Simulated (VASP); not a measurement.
# InAs (I-4m2) in VASP: notebook

The runs below take InAs through single point, with PBE.

Everything below comes from runs of VASP 6.6.1. Logs are shortened: lines on timing, memory, paths and dates and some standing lists are left out, and cuts for length are marked.

## (1) The cell of the first run

Symmetry: I-4m2, No. 119, tetragonal system. Conventional cell: a = 4.619 Å, b = 4.619 Å, c = 5.564 Å, α = 90.00°, β = 90.00°, γ = 90.00°. In (site symmetry -4m2) has 4 As at 2.70 Å within 3.6 Å. As (site symmetry -4m2) has 4 In at 2.70 Å within 3.6 Å.

## (2) Single point, PBE (strain +0.080 along x and y, -0.080 along z)

INCAR reads:

```
PREC = Accurate ; ENCUT = 520
EDIFF = 1E-6 ; ISMEAR = 0
SIGMA = 0.15 ; LREAL = F
LASPH = T ; NELM = 100
ALGO = Normal ; ISIF = 2
LWAVE = F ; LCHARG = F
GGA = PE ; NBANDS = 16
```

KPOINTS reads:

```
regular mesh
0
Gamma
  14 14 14
```

POSCAR reads:

```
InAs
1.0
    0.0000000000      3.2659200000      2.7820800000
    3.2659200000      0.0000000000      2.7820800000
    3.2659200000      3.2659200000      0.0000000000
In As
1 1
Direct
    0.0000000000      0.0000000000      0.0000000000
    0.7500000000      0.7500000000      0.7500000000
```

Potentials or basis: VASP PAW PBE potentials, release 64 (In_d, As).

Command:

```console
> cat potpaw_PBE.64/In_d/POTCAR potpaw_PBE.64/As/POTCAR > POTCAR
> mpirun -np 1 vasp_std > vasp.out
```

OUTCAR:

```text
PREC = Accurate
   ENCUT = 520
   EDIFF = 1E-6
   ISMEAR = 0
   LREAL = F
   LASPH = T
   NELM = 100
   ISIF = 2
   GGA = PE

 ion  position               nearest neighbor table
   1  0.000  0.000  0.000-   2 2.70   2 2.70   2 2.70   2 2.70
   2  0.750  0.750  0.750-   1 2.70   1 2.70   1 2.70   1 2.70

  LATTYP: Found a body centered tetragonal cell.
 ALAT       =     4.6187083576
 C/A-ratio  =     1.2047004420

  Lattice vectors:

 A1 = (   0.0000000000,  -3.2659200000,  -2.7820800000)
 A2 = (   0.0000000000,   3.2659200000,  -2.7820800000)
 A3 = (   3.2659200000,   0.0000000000,   2.7820800000)

Analysis of symmetry for initial positions (statically):
=====================================================================
 Subroutine PRICEL returns:
 Original cell was already a primitive cell.

 Routine SETGRP: Setting up the symmetry group for a
 body centered tetragonal supercell.

 Subroutine GETGRP returns: Found  8 space group operations
 (whereof  8 operations were pure point group operations)
 out of a pool of 16 trial point group operations.

The static configuration has the point symmetry D_2d.

Analysis of symmetry for dynamics (positions and initial velocities):
=====================================================================
 Subroutine PRICEL returns:
 Original cell was already a primitive cell.

 Routine SETGRP: Setting up the symmetry group for a
 body centered tetragonal supercell.

 Subroutine GETGRP returns: Found  8 space group operations
 (whereof  8 operations were pure point group operations)
 out of a pool of 16 trial point group operations.

The dynamic configuration has the point symmetry D_2d.

 Subroutine INISYM returns: Found  8 space group operations
 (whereof  8 operations are pure point group operations),
 and found     1 'primitive' translations

----------------------------------------------------------------------------------------

                                     Primitive cell

  volume of cell :      59.3486

  direct lattice vectors                    reciprocal lattice vectors
     0.000000000  3.265920000  2.782080000    -0.153096218  0.153096218  0.179721647
     3.265920000  0.000000000  2.782080000     0.153096218 -0.153096218  0.179721647
     3.265920000  3.265920000  0.000000000     0.153096218  0.153096218 -0.179721647

  length of vectors
     4.290245048  4.290245048  4.618708358     0.281383678  0.281383678  0.281383678

  position of ions in fractional coordinates (direct lattice)
     0.000000000  0.000000000  0.000000000
     0.750000000  0.750000000  0.750000000

  ion indices of the primitive-cell ions
   primitive index   ion index
                 1           1
                 2           2

----------------------------------------------------------------------------------------

 KPOINTS: regular mesh

Automatic generation of k-mesh.
 Grid dimensions read from file:
 generate k-points for:   14   14   14

 Generating k-lattice:

  Cartesian coordinates                     Fractional coordinates (reciprocal lattice)
    -0.010935444  0.010935444  0.012837261     0.071428571 -0.000000000  0.000000000
     0.010935444 -0.010935444  0.012837261    -0.000000000  0.071428571  0.000000000
     0.010935444  0.010935444 -0.012837261     0.000000000  0.000000000  0.071428571

  Length of vectors
     0.020098834  0.020098834  0.020098834

  Shift w.r.t. Gamma in fractional coordinates (k-lattice)
     0.000000000  0.000000000  0.000000000

 Subroutine IBZKPT returns following result:
 ===========================================

 Found    244 irreducible k-points:

 Following reciprocal coordinates:
            Coordinates               Weight
  0.000000  0.000000  0.000000      1.000000
  0.071429  0.000000  0.000000      8.000000
  0.142857  0.000000  0.000000      8.000000
  0.214286  0.000000  0.000000      8.000000
  0.285714  0.000000  0.000000      8.000000
  0.357143  0.000000  0.000000      8.000000
[... 16 lines left out ...]
  0.214286  0.142857  0.000000      8.000000
  0.285714  0.142857  0.000000      8.000000
 [... further k-points ...]
   k-points           NKPTS =    244   k-points in BZ     NKDIM =    244   number of bands    NBANDS=     16
   number of dos      NEDOS =    301   number of ions     NIONS =      2
   total plane-waves  NPLWV =  36864
   dimension x,y,z NGX =    32 NGY =   32 NGZ =   36
   dimension x,y,z NGXF=    64 NGYF=   64 NGZF=   72
   ions per type =               1   1
   NGX,Y,Z   is equivalent  to a cutoff of  12.40, 12.40, 12.96 a.u.
   NGXF,Y,Z  is equivalent  to a cutoff of  24.80, 24.80, 25.92 a.u.
 SYSTEM =  unknown system
   PREC   = accura    normal or accurate (medium, high low for compatibility)
   ISTART =      0    job   : 0-new  1-cont  2-samecut
   ICHARG =      2    charge: 1-file 2-atom 10-const
   ISPIN  =      1    spin polarized calculation?
   LNONCOLLINEAR =      F non collinear calculations
   LSORBIT =      F    spin-orbit coupling
   LASPH  =      T    aspherical Exc in radial PAW
   ENCUT  =  520.0 eV  38.22 Ry    6.18 a.u.   7.98  7.98  8.59*2*pi/ulx,y,z
   NELM   =    100;   NELMIN=  2; NELMDL= -5     # of ELM steps
   EDIFF  = 0.1E-05   stopping-criterion for ELM
   LREAL  =      F    real-space projection
   EDIFFG = 0.1E-04   stopping-criterion for IOM
   NSW    =      0    number of steps for IOM
   IBRION =     -1    ionic relax: 0-MD 1-quasi-New 2-CG
   NFREE  =      0    steps in history (QN), initial steepest desc. (CG)
   ISIF   =      2    stress and relaxation
   ISYM   =      2    0-nonsym 1-usesym 2-fastsym
   POTIM  = 0.5000    time-step for ionic-motion
   TEBEG  =    0.0;   TEEND  =   0.0 temperature during run
   PSTRESS=    0.0 pullay stress
   NELECT =      18.0000    total number of electrons
   NUPDOWN=      -1.0000    fix difference up-down
   EMIN   =  10.00;   EMAX   =-10.00  energy-range for DOS
   EFERMI =   0.00;   METHOD = LEGACY
   ISMEAR =     0;   SIGMA  =   0.15  broadening in eV -4-tet -1-fermi 0-gaus
   EFERMI_NEDOS =   21; number of points for ismear=-14 and -15
   IALGO  =     38    algorithm
   IMIX   =      4    mixing-type and parameters
     AMIX     =   0.40;   BMIX     =  1.00
     AMIX_MAG =   1.60;   BMIX_MAG =  1.00
  volume/ion in A,a.u.               =      29.67       200.25
  Fermi-wavevector in a.u.,A,eV,Ry     =   1.099923  2.078552 16.460731  1.209830
  Thomas-Fermi vector in A             =   2.236325
   LORBIT       =      0    0 simple, 1 ext, 2 COOP (PROOUT), +10 PAW based schemes
   GGA     = PE    functional components
   LHFCALC =     F    Hartree Fock is set to
   AEXX    =    0.0000 exact exchange contribution
   IVDW    =     0    specifies the selected vdW correction
   LEPSILON=     F    determine dielectric tensor
   LRPA    =     F    only Hartree local field effects (RPA)
 non-spin polarized calculation
 Gauss-broadening in eV      SIGMA  =   0.15
  energy-cutoff  :      520.00
  volume of cell :       59.35
 maximum number of plane-waves:      1624
   NGX = 15   NGY = 15   NGZ = 17

 number of electron      18.0000000 magnetization

 Free energy of the ion-electron system (eV)
  ---------------------------------------------------
  ext. energy  EPLUGINS =         0.00000000
  ---------------------------------------------------
  free energy    TOTEN  =        -7.63419598 eV

  energy without entropy =       -7.63405471  energy(sigma->0) =       -7.63412535

 E-fermi :   4.1468     XC(G=0):  -8.8137

 val. band max:        4.0204563901   @ k =   0.0714   0.0000   0.0714
 cond. band min:       4.1790885107   @ k =   0.0000   0.0000   0.0000
 fundamental gap:      0.1586321206
 Fermi energy:         4.1467695293

 k-point     1 :       0.0000    0.0000    0.0000
  band No.  band energies     occupation
      1     -10.4699      2.00000
      2     -10.4699      2.00000
      3     -10.4222      2.00000
      4     -10.3856      2.00000
      5     -10.3481      2.00000
      6      -7.5577      2.00000
[... 8 lines left out ...]
     15      12.1131      0.00000
     16      13.2666      0.00000

 k-point     2 :       0.0714    0.0000    0.0000
  band No.  band energies     occupation
      1     -10.4719      2.00000
      2     -10.4683      2.00000
      3     -10.4238      2.00000
      4     -10.3856      2.00000
      5     -10.3477      2.00000
      6      -7.5114      2.00000
[... 8 lines left out ...]
     15      11.9054      0.00000
     16      12.7651      0.00000

 k-point     3 :       0.1429    0.0000    0.0000
  band No.  band energies     occupation
      1     -10.4794      2.00000
      2     -10.4641      2.00000
      3     -10.4260      2.00000
      4     -10.3855      2.00000
      5     -10.3462      2.00000
      6      -7.3763      2.00000
[... 8 lines left out ...]
     15      11.7925      0.00000
     16      12.7198      0.00000

 k-point     4 :       0.2143    0.0000    0.0000
  band No.  band energies     occupation
      1     -10.4932      2.00000
      2     -10.4585      2.00000
      3     -10.4259      2.00000
      4     -10.3855      2.00000
      5     -10.3434      2.00000
      6      -7.1643      2.00000
[... 8 lines left out ...]
     15      11.8761      0.00000
     16      13.3812      0.00000
[... 324 lines left out ...]
 k-point    22 :       0.1429    0.1429    0.0000
  band No.  band energies     occupation
      1     -10.4593      2.00000
      2     -10.4581      2.00000
      3     -10.4581      2.00000
      4     -10.3908      2.00000
      5     -10.3422      2.00000
      6      -7.2724      2.00000
[... 8 lines left out ...]
     15      12.4108      0.00000
     16      13.3114      0.00000

 k-point    23 :       0.2143    0.1429    0.0000
  band No.  band energies     occupation
      1     -10.4818      2.00000
      2     -10.4520      2.00000
      3     -10.4478      2.00000
      4     -10.3934      2.00000
      5     -10.3391      2.00000
      6      -7.0969      2.00000
[... 8 lines left out ...]
     15      12.5927      0.00000
     16      13.5297      0.00000

 k-point    24 :       0.2857    0.1429    0.0000
  band No.  band energies     occupation
      1     -10.5045      2.00000
      2     -10.4459      2.00000
      3     -10.4381      2.00000
      4     -10.3952      2.00000
      5     -10.3353      2.00000
      6      -6.8597      2.00000
[... 8 lines left out ...]
     15      13.0373      0.00000
     16      13.5611      0.00000

 [... further k-points ...]
[... 5 lines left out ...]
  --------------------------------------------------------------------------------------
  -------------------------------------------------------------------------------------
  Total       -0.6647974     -0.6647974      0.7705280      0.0000000      0.0000000      0.0000000
  in kB      -17.9468911    -17.9468911     20.8011959      0.0000000      0.0000000      0.0000000
  external PRESSURE =      -5.0308621 kB  Pullay stress =       0.0000000 kB

 VOLUME and BASIS-vectors are now :
 -----------------------------------------------------------------------------
  energy-cutoff  :      520.00
  volume of cell :       59.35
      direct lattice vectors                 reciprocal lattice vectors
     0.000000000  3.265920000  2.782080000    -0.153096218  0.153096218  0.179721647
     3.265920000  0.000000000  2.782080000     0.153096218 -0.153096218  0.179721647
     3.265920000  3.265920000  0.000000000     0.153096218  0.153096218 -0.179721647

 POSITION                                       TOTAL-FORCE (eV/Angst)
 -----------------------------------------------------------------------------------
      0.00000      0.00000      0.00000        -0.000000     -0.000000      0.000000
      4.89888      4.89888      4.17312         0.000000      0.000000     -0.000000
 -----------------------------------------------------------------------------------
    total drift:                                0.000001      0.000001     -0.000003

  FREE ENERGIE OF THE ION-ELECTRON SYSTEM (eV)
  ---------------------------------------------------
  free  energy   TOTEN  =        -7.6341959804 eV

  energy  without entropy=       -7.6340547117  energy(sigma->0) =       -7.63412535
```

Wall time 88 s (1 thread of Intel Xeon 6975P-C (Granite Rapids), shared host); peak memory 0.37 GiB.

Results:

* Free energy: -7.6342 eV
* Pressure: -0.5 GPa
* Band gap on the k mesh: 0.16 eV (least direct gap 0.38 eV)

Stress tensor (GPa, compression positive):
```
-1.79  0.00  0.00
 0.00 -1.79  0.00
 0.00  0.00  2.08
```

Caveat: the cell differs from its parent crystal (strain +0.080 along x and y, -0.080 along z); spin-orbit coupling is left out, which moves the levels of the heavy elements. A k mesh can miss the band edges.

## (3) Single point, PBE (strain +0.080 along x and y, -0.040 along z)

INCAR reads:

```
PREC     = Accurate       # precision mode
ENCUT    = 520            # plane-wave cutoff, eV
EDIFF    = 1E-6           # SCF threshold, eV
ISMEAR   = 0              # smearing method
SIGMA    = 0.15           # smearing width, eV
LREAL    = False          # projectors in reciprocal space
LASPH    = True           # aspherical terms in the spheres
NELM     = 100            # most SCF steps
ALGO     = Normal         # electronic algorithm
ISIF     = 2              # what is computed and relaxed
LWAVE    = False          # write WAVECAR
LCHARG   = False          # write CHGCAR
GGA      = PE             # functional
NBANDS   = 16             # bands
```

KPOINTS reads:

```
Automatic mesh
0
Gamma
  14 14 14
```

POSCAR reads:

```
InAs
1.0
    0.0000000000      3.2659200000      2.9030400000
    3.2659200000      0.0000000000      2.9030400000
    3.2659200000      3.2659200000      0.0000000000
In As
1 1
Direct
    0.0000000000      0.0000000000      0.0000000000
    0.7500000000      0.7500000000      0.7500000000
```

Potentials or basis: VASP PAW PBE potentials, release 64 (In_d, As).

Command:

```console
> cat potpaw_PBE.64/In_d/POTCAR potpaw_PBE.64/As/POTCAR > POTCAR
> mpirun -np 1 vasp_std > vasp.out
```

Wall time 1.7 min (1 thread of Intel Xeon 6975P-C (Granite Rapids), shared host); peak memory 0.37 GiB.

The run converged. Its results:

```yaml
Free_energy: -7.6514 eV
Pressure: -2.1 GPa
Band_gap_on_the_k_mesh: 0.16 eV (least direct gap 0.41 eV)
```

Stress tensor (GPa, compression positive):
```
-3.17  0.00  0.00
 0.00 -3.17  0.00
 0.00  0.00  0.02
```

Levels at points of the mesh, in eV from the valence-band top:
```tsv
k point	band 6	band 7	band 8	band 9	band 10	band 11	band 12	band 13
(0.00, 0.00, 0.00)	-11.29	-0.95	-0.27	-0.27	0.16	3.63	3.87	3.87
(0.50, 0.00, 0.00)	-10.15	-5.34	-1.26	-0.64	0.49	4.18	4.89	6.61
(0.50, 0.50, 0.00)	-9.57	-5.10	-2.44	-2.44	1.28	1.34	8.36	8.36
(0.50, 0.00, 0.50)	-9.81	-5.67	-1.87	-1.83	1.76	2.22	7.67	7.93
```

Caveat: the cell differs from its parent crystal (strain +0.080 along x and y, -0.040 along z); spin-orbit coupling is left out, which moves the levels of the heavy elements. A k mesh can miss the band edges.
